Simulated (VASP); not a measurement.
# GaAs (F-43m) in VASP: single point with PBE

Aim: the single point of GaAs with PBE.

Everything below comes from runs of VASP 6.6.1. Logs are shortened: lines on timing, memory, paths and dates and some standing lists are left out, and cuts for length are marked.

**1. The cell of the first run**

It takes space group F-43m (No. 216, cubic). Conventional cell: a = 5.746 Å, b = 5.746 Å, c = 5.746 Å, α = 90.00°, β = 90.00°, γ = 90.00°. Within 3.3 Å of Ga (site symmetry -43m) lie 4 As at 2.49 Å. As (site symmetry -43m) has 4 Ga at 2.49 Å within 3.3 Å.

**2. Single point, PBE**

Contents of INCAR:

```
SYSTEM = GaAs
  PREC = Accurate
  ENCUT = 520
  EDIFF = 1E-7
  ISMEAR = 0
  SIGMA = 0.05
  LREAL = .FALSE.
  LASPH = .TRUE.
  NELM = 60
  ALGO = Normal
  ISIF = 2
  LWAVE = .FALSE.
  LCHARG = .TRUE.
  GGA = PE
  LELF = .TRUE.
  LVHAR = .TRUE.
  NBANDS = 16
```

Contents of KPOINTS:

```
Automatic mesh
0
G
  10 10 10
  0 0 0
```

Contents of POSCAR:

```
GaAs
1.0
    0.0000000000      2.8729907547      2.8729907547
    2.8729907547      0.0000000000      2.8729907547
    2.8729907547      2.8729907547      0.0000000000
Ga As
1 1
Direct
    0.0000000000      0.0000000000      0.0000000000
    0.2500000000      0.2500000000      0.2500000000
```

Potentials or basis: VASP PAW PBE potentials, release 64 (Ga_d, As).

Command:

```
cat potpaw_PBE.64/Ga_d/POTCAR potpaw_PBE.64/As/POTCAR > POTCAR
mpirun -np 1 vasp_std > vasp.out
```

OUTCAR:

```text
SYSTEM = GaAs
   PREC = Accurate
   ENCUT = 520
   EDIFF = 1E-7
   ISMEAR = 0
   LREAL = .FALSE.
   LASPH = .TRUE.
   NELM = 60
   ISIF = 2
   GGA = PE

 ion  position               nearest neighbor table
   1  0.000  0.000  0.000-   2 2.49   2 2.49   2 2.49   2 2.49
   2  0.250  0.250  0.250-   1 2.49   1 2.49   1 2.49   1 2.49

  LATTYP: Found a face centered cubic cell.
 ALAT       =     5.7459815094

  Lattice vectors:

 A1 = (   0.0000000000,   2.8729907547,   2.8729907547)
 A2 = (   2.8729907547,   0.0000000000,   2.8729907547)
 A3 = (   2.8729907547,   2.8729907547,   0.0000000000)

Analysis of symmetry for initial positions (statically):
=====================================================================
 Subroutine PRICEL returns:
 Original cell was already a primitive cell.

 Routine SETGRP: Setting up the symmetry group for a
 face centered cubic supercell.

 Subroutine GETGRP returns: Found 24 space group operations
 (whereof 24 operations were pure point group operations)
 out of a pool of 48 trial point group operations.

The static configuration has the point symmetry T_d .

Analysis of symmetry for dynamics (positions and initial velocities):
=====================================================================
 Subroutine PRICEL returns:
 Original cell was already a primitive cell.

 Routine SETGRP: Setting up the symmetry group for a
 face centered cubic supercell.

 Subroutine GETGRP returns: Found 24 space group operations
 (whereof 24 operations were pure point group operations)
 out of a pool of 48 trial point group operations.

The dynamic configuration has the point symmetry T_d .

 Subroutine INISYM returns: Found 24 space group operations
 (whereof 24 operations are pure point group operations),
 and found     1 'primitive' translations

----------------------------------------------------------------------------------------

                                     Primitive cell

  volume of cell :      47.4278

  direct lattice vectors                    reciprocal lattice vectors
     0.000000000  2.872990755  2.872990755    -0.174034671  0.174034671  0.174034671
     2.872990755  0.000000000  2.872990755     0.174034671 -0.174034671  0.174034671
     2.872990755  2.872990755  0.000000000     0.174034671  0.174034671 -0.174034671

  length of vectors
     4.063022490  4.063022490  4.063022490     0.301436892  0.301436892  0.301436892

  position of ions in fractional coordinates (direct lattice)
     0.000000000  0.000000000  0.000000000
     0.250000000  0.250000000  0.250000000

  ion indices of the primitive-cell ions
   primitive index   ion index
                 1           1
                 2           2

----------------------------------------------------------------------------------------

 KPOINTS: Automatic mesh

Automatic generation of k-mesh.
 Grid dimensions read from file:
 generate k-points for:   10   10   10

 Generating k-lattice:

  Cartesian coordinates                     Fractional coordinates (reciprocal lattice)
    -0.017403467  0.017403467  0.017403467     0.100000000  0.000000000  0.000000000
     0.017403467 -0.017403467  0.017403467     0.000000000  0.100000000  0.000000000
     0.017403467  0.017403467 -0.017403467     0.000000000  0.000000000  0.100000000

  Length of vectors
     0.030143689  0.030143689  0.030143689

  Shift w.r.t. Gamma in fractional coordinates (k-lattice)
     0.000000000  0.000000000  0.000000000

 Subroutine IBZKPT returns following result:
 ===========================================

 Found     47 irreducible k-points:

 Following reciprocal coordinates:
            Coordinates               Weight
  0.000000  0.000000  0.000000      1.000000
  0.100000  0.000000  0.000000      8.000000
  0.200000  0.000000  0.000000      8.000000
  0.300000  0.000000  0.000000      8.000000
  0.400000  0.000000  0.000000      8.000000
  0.500000  0.000000  0.000000      4.000000
[... 16 lines left out ...]
  0.300000  0.300000  0.000000      6.000000
  0.400000  0.300000  0.000000     24.000000
 [... further k-points ...]
   k-points           NKPTS =     47   k-points in BZ     NKDIM =     47   number of bands    NBANDS=     16
   number of dos      NEDOS =    301   number of ions     NIONS =      2
   total plane-waves  NPLWV =  27000
   dimension x,y,z NGX =    30 NGY =   30 NGZ =   30
   dimension x,y,z NGXF=    60 NGYF=   60 NGZF=   60
   ions per type =               1   1
   NGX,Y,Z   is equivalent  to a cutoff of  12.28, 12.28, 12.28 a.u.
   NGXF,Y,Z  is equivalent  to a cutoff of  24.55, 24.55, 24.55 a.u.
 SYSTEM =  GaAs
   PREC   = accura    normal or accurate (medium, high low for compatibility)
   ISTART =      0    job   : 0-new  1-cont  2-samecut
   ICHARG =      2    charge: 1-file 2-atom 10-const
   ISPIN  =      1    spin polarized calculation?
   LNONCOLLINEAR =      F non collinear calculations
   LSORBIT =      F    spin-orbit coupling
   LASPH  =      T    aspherical Exc in radial PAW
   ENCUT  =  520.0 eV  38.22 Ry    6.18 a.u.   7.55  7.55  7.55*2*pi/ulx,y,z
   NELM   =     60;   NELMIN=  2; NELMDL= -5     # of ELM steps
   EDIFF  = 0.1E-06   stopping-criterion for ELM
   LREAL  =      F    real-space projection
   EDIFFG = 0.1E-05   stopping-criterion for IOM
   NSW    =      0    number of steps for IOM
   IBRION =     -1    ionic relax: 0-MD 1-quasi-New 2-CG
   NFREE  =      0    steps in history (QN), initial steepest desc. (CG)
   ISIF   =      2    stress and relaxation
   ISYM   =      2    0-nonsym 1-usesym 2-fastsym
   POTIM  = 0.5000    time-step for ionic-motion
   TEBEG  =    0.0;   TEEND  =   0.0 temperature during run
   PSTRESS=    0.0 pullay stress
   NELECT =      18.0000    total number of electrons
   NUPDOWN=      -1.0000    fix difference up-down
   EMIN   =  10.00;   EMAX   =-10.00  energy-range for DOS
   EFERMI =   0.00;   METHOD = LEGACY
   ISMEAR =     0;   SIGMA  =   0.05  broadening in eV -4-tet -1-fermi 0-gaus
   EFERMI_NEDOS =   21; number of points for ismear=-14 and -15
   IALGO  =     38    algorithm
   IMIX   =      4    mixing-type and parameters
     AMIX     =   0.40;   BMIX     =  1.00
     AMIX_MAG =   1.60;   BMIX_MAG =  1.00
  volume/ion in A,a.u.               =      23.71       160.03
  Fermi-wavevector in a.u.,A,eV,Ry     =   1.185281  2.239857 19.114713  1.404892
  Thomas-Fermi vector in A             =   2.321478
   LORBIT       =      0    0 simple, 1 ext, 2 COOP (PROOUT), +10 PAW based schemes
   GGA     = PE    functional components
   LHFCALC =     F    Hartree Fock is set to
   AEXX    =    0.0000 exact exchange contribution
   IVDW    =     0    specifies the selected vdW correction
   LEPSILON=     F    determine dielectric tensor
   LRPA    =     F    only Hartree local field effects (RPA)
 non-spin polarized calculation
 Gauss-broadening in eV      SIGMA  =   0.05
  energy-cutoff  :      520.00
  volume of cell :       47.43
 maximum number of plane-waves:      1298
   NGX = 15   NGY = 15   NGZ = 15

 number of electron      17.9999987 magnetization

 Free energy of the ion-electron system (eV)
  ---------------------------------------------------
  ext. energy  EPLUGINS =         0.00000000
  ---------------------------------------------------
  free energy    TOTEN  =        -8.27525675 eV

  energy without entropy =       -8.27524956  energy(sigma->0) =       -8.27525316

 E-fermi :   3.5748     XC(G=0):  -9.3712

 val. band max:        3.4869172793   @ k =   0.0000   0.0000   0.0000
 cond. band min:       3.6478244409   @ k =   0.0000   0.0000   0.0000
 fundamental gap:      0.1609071616
 Fermi energy:         3.5747838085

 k-point     1 :       0.0000    0.0000    0.0000
  band No.  band energies     occupation
      1     -11.2393      2.00000
      2     -11.2393      2.00000
      3     -11.2393      2.00000
      4     -11.1714      2.00000
      5     -11.1714      2.00000
      6      -8.9006      2.00000
[... 8 lines left out ...]
     15      13.4896      0.00000
     16      13.4896      0.00000

 k-point     2 :       0.1000    0.0000    0.0000
  band No.  band energies     occupation
      1     -11.2463      2.00000
      2     -11.2374      2.00000
      3     -11.2374      2.00000
      4     -11.1715      2.00000
      5     -11.1715      2.00000
      6      -8.7914      2.00000
[... 8 lines left out ...]
     15      12.8587      0.00000
     16      12.8587      0.00000

 k-point     3 :       0.2000    0.0000    0.0000
  band No.  band energies     occupation
      1     -11.2636      2.00000
      2     -11.2326      2.00000
      3     -11.2326      2.00000
      4     -11.1714      2.00000
      5     -11.1714      2.00000
      6      -8.4778      2.00000
[... 8 lines left out ...]
     15      12.3844      0.00000
     16      12.4187      0.00000

 k-point     4 :       0.3000    0.0000    0.0000
  band No.  band energies     occupation
      1     -11.2834      2.00000
      2     -11.2274      2.00000
      3     -11.2274      2.00000
      4     -11.1705      2.00000
      5     -11.1705      2.00000
      6      -8.0105      2.00000
[... 8 lines left out ...]
     15      12.7274      0.00000
     16      12.7274      0.00000

 k-point     5 :       0.4000    0.0000    0.0000
  band No.  band energies     occupation
      1     -11.2985      2.00000
      2     -11.2240      2.00000
      3     -11.2240      2.00000
      4     -11.1689      2.00000
      5     -11.1689      2.00000
      6      -7.5189      2.00000
[... 8 lines left out ...]
     15      13.8790      0.00000
     16      13.8790      0.00000

 k-point     6 :       0.5000    0.0000    0.0000
  band No.  band energies     occupation
      1     -11.3041      2.00000
      2     -11.2229      2.00000
      3     -11.2229      2.00000
      4     -11.1681      2.00000
      5     -11.1681      2.00000
      6      -7.2822      2.00000
[... 8 lines left out ...]
     15      15.1182      0.00000
     16      15.1182      0.00000

 k-point     7 :       0.1000    0.1000    0.0000
  band No.  band energies     occupation
      1     -11.2506      2.00000
      2     -11.2355      2.00000
      3     -11.2355      2.00000
      4     -11.1729      2.00000
      5     -11.1703      2.00000
      6      -8.7549      2.00000
[... 8 lines left out ...]
     15      12.0192      0.00000
     16      13.6469      0.00000

 k-point     8 :       0.2000    0.1000    0.0000
  band No.  band energies     occupation
      1     -11.2646      2.00000
      2     -11.2316      2.00000
      3     -11.2307      2.00000
      4     -11.1743      2.00000
      5     -11.1694      2.00000
      6      -8.5089      2.00000
[... 8 lines left out ...]
     15      12.7905      0.00000
     16      13.3739      0.00000

 k-point     9 :       0.3000    0.1000    0.0000
  band No.  band energies     occupation
      1     -11.2823      2.00000
      2     -11.2272      2.00000
      3     -11.2252      2.00000
      4     -11.1745      2.00000
      5     -11.1683      2.00000
      6      -8.0892      2.00000
[... 8 lines left out ...]
     15      13.1621      0.00000
     16      13.4955      0.00000
[... 172 lines left out ...]
 k-point    19 :       0.5000    0.2000    0.0000
  band No.  band energies     occupation
      1     -11.3106      2.00000
      2     -11.2175      2.00000
      3     -11.2135      2.00000
      4     -11.1766      2.00000
      5     -11.1664      2.00000
      6      -7.1051      2.00000
[... 8 lines left out ...]
     15      15.1151      0.00000
     16      15.1831      0.00000

 k-point    20 :      -0.4000    0.2000    0.0000
  band No.  band energies     occupation
      1     -11.3100      2.00000
      2     -11.2183      2.00000
      3     -11.2147      2.00000
      4     -11.1732      2.00000
      5     -11.1691      2.00000
      6      -7.0396      2.00000
[... 8 lines left out ...]
     15      13.4231      0.00000
     16      14.9014      0.00000

 k-point    21 :      -0.3000    0.2000    0.0000
  band No.  band energies     occupation
      1     -11.3023      2.00000
      2     -11.2200      2.00000
      3     -11.2186      2.00000
      4     -11.1723      2.00000
      5     -11.1707      2.00000
      6      -7.3767      2.00000
[... 8 lines left out ...]
     15      13.4952      0.00000
     16      15.3521      0.00000

 k-point    22 :      -0.2000    0.2000    0.0000
  band No.  band energies     occupation
      1     -11.2894      2.00000
      2     -11.2245      2.00000
      3     -11.2229      2.00000
      4     -11.1738      2.00000
      5     -11.1696      2.00000
      6      -7.8485      2.00000
[... 8 lines left out ...]
     15      13.8694      0.00000
     16      14.5436      0.00000

 k-point    23 :       0.3000    0.3000    0.0000
  band No.  band energies     occupation
      1     -11.3051      2.00000
      2     -11.2127      2.00000
      3     -11.2127      2.00000
      4     -11.1841      2.00000
      5     -11.1642      2.00000
      6      -7.6966      2.00000
[... 8 lines left out ...]
     15      14.8892      0.00000
     16      15.6238      0.00000

 k-point    24 :       0.4000    0.3000    0.0000
  band No.  band energies     occupation
      1     -11.3155      2.00000
      2     -11.2088      2.00000
      3     -11.2077      2.00000
      4     -11.1857      2.00000
      5     -11.1632      2.00000
      6      -7.2941      2.00000
[... 8 lines left out ...]
     15      15.5507      0.00000
     16      15.9805      0.00000

 [... further k-points ...]
[... 5 lines left out ...]
  --------------------------------------------------------------------------------------
  -------------------------------------------------------------------------------------
  Total        0.0429052      0.0429052      0.0429052      0.0000000      0.0000000     -0.0000000
  in kB        1.4493969      1.4493969      1.4493969      0.0000000      0.0000000     -0.0000000
  external PRESSURE =       1.4493969 kB  Pullay stress =       0.0000000 kB

 VOLUME and BASIS-vectors are now :
 -----------------------------------------------------------------------------
  energy-cutoff  :      520.00
  volume of cell :       47.43
      direct lattice vectors                 reciprocal lattice vectors
     0.000000000  2.872990755  2.872990755    -0.174034671  0.174034671  0.174034671
     2.872990755  0.000000000  2.872990755     0.174034671 -0.174034671  0.174034671
     2.872990755  2.872990755  0.000000000     0.174034671  0.174034671 -0.174034671

 POSITION                                       TOTAL-FORCE (eV/Angst)
 -----------------------------------------------------------------------------------
      0.00000      0.00000      0.00000        -0.000000     -0.000000     -0.000000
      1.43650      1.43650      1.43650         0.000000      0.000000      0.000000
 -----------------------------------------------------------------------------------
    total drift:                                0.000002      0.000002      0.000002

  FREE ENERGIE OF THE ION-ELECTRON SYSTEM (eV)
  ---------------------------------------------------
  free  energy   TOTEN  =        -8.2752567538 eV

  energy  without entropy=       -8.2752495572  energy(sigma->0) =       -8.27525316
```

It took 26 s on 1 thread of Intel Xeon 6975P-C, shared host; peak memory 0.19 GiB.

Results:

```yaml
Free_energy: -8.2753 eV
Pressure: 0.1 GPa
Band_gap_on_the_k_mesh: 0.16 eV, direct
```

Levels at points of the mesh, in eV from the valence-band top:
```csv
k point,band 5,band 6,band 7,band 8,band 9,band 10,band 11,band 12,band 13,band 14
"(0.00, 0.00, 0.00)",-14.66,-12.39,0.00,0.00,0.00,0.16,3.72,3.72,3.72,7.44
"(0.50, 0.00, 0.00)",-14.66,-10.77,-6.38,-1.07,-1.07,0.87,4.62,4.62,7.70,10.04
"(0.50, 0.50, 0.00)",-14.65,-10.09,-6.60,-2.51,-2.51,1.55,1.68,9.78,9.78,10.55
```
